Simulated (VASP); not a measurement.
NaF: relaxation of cell and atoms with PBE

The system is NaF.

```xyz
2
Lattice="0.0000 2.3510 2.3510 2.3510 0.0000 2.3510 2.3510 2.3510 0.0000" Properties=species:S:1:pos:R:3 pbc="T T T"
Na    0.0000    0.0000    0.0000
F     2.3510    2.3510    2.3510
```

```json
{"Program": "VASP 6.6.1", "Task": "relaxation of cell and atoms", "Functional": "PBE", "Potentials or basis": "VASP PAW PBE potentials, release 64 (Na_pv, F)", "Cutoff": "600 eV", "k mesh": "8 × 8 × 8", "Occupations": "gaussian, width 0.02 eV", "Spin": "no spin polarisation", "Dipole correction": "no", "Further INCAR settings": "ALGO = Normal; EDIFF = 1e-07; IBRION = 2; EDIFFG = -0.01; NSW = 80; ISIF = 3"}
```

The relaxed volume is 12.96 Å³/atom. The relaxed cell is a = 3.322 Å, b = 3.322 Å, c = 3.322 Å, α = 60.00°, β = 60.00°, γ = 60.00°. The space group after relaxing (to 0.05 Å) is Fm-3m (No. 225) and the energy gained by relaxing is 0.0 meV/atom. The ionic steps are 2, the pressure after relaxing is -0.1 GPa and the band gap on the k mesh is 6.09 eV, direct.

Final structure:
```xyz
2
Lattice="0.0000 2.3487 2.3487 2.3487 0.0000 2.3487 2.3487 2.3487 0.0000" Properties=species:S:1:pos:R:3 pbc="T T T"
Na    2.3487    2.3487    0.0000
F     2.3487    2.3487    2.3487
```

Levels at points of the mesh, in eV from the valence-band top:
```csv
k point,band 3,band 4,band 5,band 6,band 7,band 8,band 9,band 10,band 11
"(0.00, 0.00, 0.00)",-19.07,-19.07,0.00,0.00,0.00,6.09,18.69,18.69,18.69
"(0.50, 0.00, 0.00)",-19.08,-18.27,-1.50,-0.23,-0.23,10.54,12.12,19.67,19.67
"(0.50, 0.50, 0.00)",-19.11,-18.88,-1.21,-0.38,-0.38,12.82,13.17,13.21,19.24
```

Run time: 34 s on 1 thread of Intel Xeon 8259CL, with other jobs on the host, peak memory 0.15 GiB.

As with any semilocal functional, this PBE gap is likely too small.
